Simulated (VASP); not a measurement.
## MgO: single point with PBEsol

MgO:

```xyz
2
Lattice="2.9380 0.0000 0.0000 -1.4690 2.5444 0.0000 0.0000 0.0000 2.6797" Properties=species:S:1:pos:R:3 pbc="T T T"
Mg    0.0000   -0.1000   -0.1000
O     0.0000    1.6963    1.3398
```

This cell differs from its parent crystal: atom 1 (Mg) moved by (-0.100, -0.100) A along y and z.

```json
{
  "Program": "VASP 6.6.1",
  "Task": "single point",
  "Functional": "PBEsol",
  "Potentials or basis": "VASP PAW PBE potentials, release 64 (Mg, O)",
  "Cutoff": "520 eV",
  "k mesh": "9 × 9 × 8",
  "Occupations": "gaussian, width 0.05 eV",
  "Spin": "no spin polarisation"
}
```

The pressure is -2.9 GPa and the largest force is 0.478 eV/Å. The band gap on the k mesh is 2.91 eV, indirect (least direct gap 3.33 eV).

Forces on the atoms (eV/Å):
```
Mg   0.000  0.300  0.371
O    0.000 -0.300 -0.371
```

Stress tensor (GPa, compression positive):
```
-2.94  0.00  0.00
 0.00 -2.95  1.49
 0.00  1.49 -2.73
```

Levels at points of the mesh, in eV from the valence-band top:
```csv
k point,band 2,band 3,band 4,band 5,band 6,band 7
"(0.00, 0.00, 0.00)",-0.69,-0.56,-0.42,2.91,11.76,15.30
"(0.00, 0.00, 0.50)",-5.40,-0.24,0.00,8.15,8.90,17.43
```

Run time: 27 s on 1 thread of AMD EPYC 9R45 (Zen 5), on a shared host, peak memory 0.13 GiB.

Caveat: the cell differs from its parent crystal (atom 1 (Mg) moved by (-0.100, -0.100) A along y and z); the PAW data sets were made with another functional, which shifts forces and pressure a little. A k mesh can miss the band edges.
